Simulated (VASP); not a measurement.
The system is In.

```
In
1.0
    -1.66479    1.66479    2.41304
     1.66479   -1.66479    2.41304
     1.66479    1.66479   -2.41304
In
1
Direct
  0.00000 0.00000 0.00000
```

This cell differs from its parent crystal: atoms taken out.

```yaml
Program: VASP 6.6.1
Task: relaxation of cell and atoms
Functional: PBE
Potentials_or_basis: VASP PAW PBE potentials, release 64 (In_d)
Cutoff: 500 eV
k_mesh: 14 × 14 × 14
Occupations: gaussian, width 0.1 eV
Spin: no spin polarisation
```

At the start: pressure 0.9 GPa; volume 26.75 Å³/atom.

Q: Where does the relaxation end?

A: Over 8 steps the energy falls by 5.2 meV/atom and the volume is 27.51 Å³/atom (+2.9 %); space group Fm-3m (No. 225, to 0.1 Å) before, I4/mmm (No. 139, to 0.1 Å).

Step by step:
```tsv
step	energy change (eV)	largest force (eV/Å)	pressure (GPa)	volume (Å³)
1	0.0000	0.0000	0.93	26.75
2	-0.0025	0.0000	0.06	27.35
3	-0.0026	0.0000	-0.11	27.50
4	-0.0026	0.0000	-0.16	27.54
5	-0.0033	0.0000	-0.15	27.54
6	-0.0048	0.0000	-0.14	27.53
7	-0.0045	0.0000	-0.01	27.48
8	-0.0052	0.0000	-0.11	27.51
```

Final structure:
```cif
data_structure
_symmetry_space_group_name_H-M 'P 1'
_symmetry_Int_Tables_number 1
_cell_length_a 3.4437
_cell_length_b 3.4437
_cell_length_c 3.4437
_cell_angle_alpha 122.871
_cell_angle_beta 122.871
_cell_angle_gamma 85.096
_cell_volume 27.51
loop_
_atom_site_label
_atom_site_type_symbol
_atom_site_fract_x
_atom_site_fract_y
_atom_site_fract_z
_atom_site_occupancy
In1 In 0.00000 0.00000 0.00000 1
```

Caveat: the cell differs from its parent crystal (atoms taken out).
